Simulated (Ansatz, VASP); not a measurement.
## One calculation of LiBr, two programs

The input INCAR:

```
SYSTEM = LiBr
PREC = Accurate
ENCUT = 750
EDIFF = 1E-7
ISMEAR = 0
SIGMA = 0.02
LREAL = .FALSE.
LASPH = .TRUE.
NELM = 120
ALGO = Normal
ISIF = 3
LWAVE = .FALSE.
LCHARG = .FALSE.
GGA = PS
IBRION = 2
NSW = 100
EDIFFG = -0.005
GGA_COMPAT = .FALSE.
NELMIN = 4
```

The input KPOINTS:

```
Automatic mesh
0
G
  8 8 8
  0 0 0
```

The input POSCAR:

```
LiBr
1.0
    0.0000000000      2.7226905798      2.7226905798
    2.7226905798      0.0000000000      2.7226905798
    2.7226905798      2.7226905798      0.0000000000
Li Br
1 1
Direct
    0.0000000000      0.0000000000      0.0000000000
    0.5000000000      0.5000000000      0.5000000000
```

Input for Ansatz:

```yaml
crystal:
  lattice:
    - [0.0, 2.7226905798, 2.7226905798]
    - [2.7226905798, 0.0, 2.7226905798]
    - [2.7226905798, 2.7226905798, 0.0]
  atoms:
    - { symbol: Li, position: [0.0, 0.0, 0.0] }
    - { symbol: Br, position: [0.5, 0.5, 0.5] }
basis:
  ecutwfc: 420
kpoints:
  mp_grid: { grid: [8, 8, 8] }
hamiltonian:
  xc: pbesol
scf:
  occupations: { method: gaussian, width: 0.02 }
output:
  forces: true
  stress: true
  eigenvalues: true
  write_density: true
  write_potential: true
  elf: true
  volumetric_format: npy
relax:
  adjacent_minimum: "off"
  f_tol: 0.005
  max_steps: 80
  cell: { stress_tol: 0.05 }
```

Alike in both runs: task relaxation of cell and atoms; functional PBEsol; k mesh 8 × 8 × 8; occupations gaussian, width 0.02 eV; no spin polarisation.

|  | VASP | Ansatz |
| --- | --- | --- |
| version | VASP 6.6.1 | Ansatz 0.2.0 |
| potentials or method | VASP PAW PBE potentials, release 64 (Li_sv, Br), cutoff 750 eV | scalar-relativistic, plane waves, PAW |
| valence electrons in the cell | 10 | 10 |

```csv
,VASP,Ansatz,Ansatz less VASP
"gap on the k mesh at the Fermi level, each at its own relaxed structure (eV)",4.99,4.98,-0.009
relaxed volume (Å³/atom),19.78,19.81,+0.034
relaxed cell length with the largest relative difference (Å),3.825,3.827,+0.0022
```

VASP's potentials were made for PBE, not for PBEsol.
